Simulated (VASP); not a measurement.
Write the native input for VASP 6.6.1 that does the following.

- Task: relaxation of shape and atoms at fixed volume
- Functional: BLYP
- Dispersion: D3(BJ)
- Potentials or basis: VASP PAW PBE potentials, release 64 (Si, W_sv)
- Cutoff: 600 eV
- k mesh: 10 × 10 × 10
- Occupations: gaussian, width 0.05 eV
- Spin: no spin polarisation
- Dipole correction: no
- Further INCAR settings: ALGO = Normal; EDIFF = 1e-07; IBRION = 2; EDIFFG = -0.01; NSW = 60; ISIF = 4

The structure of Si2W lies in POSCAR:

```
Si2W
1.0
   -1.5973719856      1.5973719856      3.8886292212
    1.5973719856     -1.5973719856      3.8886292212
    1.5973719856      1.5973719856     -3.8886292212
Si W
2 1
Direct
    0.3348186201      0.3348186201      0.0000000000
    0.6651813799      0.6651813799      0.0000000000
    0.0000000000      0.0000000000      0.0000000000
```

The input as run:

INCAR

```
SYSTEM = Si2W
PREC = Accurate
ENCUT = 600
EDIFF = 1E-7
ISMEAR = 0
SIGMA = 0.05
LREAL = .FALSE.
LASPH = .TRUE.
NELM = 80
ALGO = Normal
ISIF = 4
LWAVE = .FALSE.
LCHARG = .FALSE.
GGA = B5
ALDAX = 1.0
AGGAX = 1.0
AGGAC = 1.0
ALDAC = 0.0
IVDW = 12
VDW_S6 = 1.0
VDW_S8 = 2.6996
VDW_A1 = 0.4298
VDW_A2 = 4.2359
IBRION = 2
NSW = 60
EDIFFG = -0.01
```

KPOINTS

```
regular mesh
0
G
  10 10 10
  0 0 0
```

Potentials or basis: VASP PAW PBE potentials, release 64 (Si, W_sv).

The run is started by

```bash
$ cat potpaw_PBE.64/Si/POTCAR potpaw_PBE.64/W_sv/POTCAR > POTCAR
$ mpirun -np 1 vasp_std > vasp.out
```

It gave:

* Energy gained by relaxing: 0.0 meV/atom
* Ionic steps: 3
* Pressure after relaxing: 1.2 GPa
* Band gap on the k mesh: zero (bands 11 and 12 overlap by 1.26 eV)
* Dispersion energy per atom: -1.350 eV

Caveat: the PAW data sets were made with another functional, which shifts forces and pressure a little; spin-orbit coupling is left out, which moves the levels of the heavy elements.

Run time: 4.8 min on 1 thread of Intel(R) Xeon(R) Platinum 8259CL CPU @ 2.50GHz (Skylake/Cascade Lake), with other jobs on the host, peak memory 0.26 GiB.
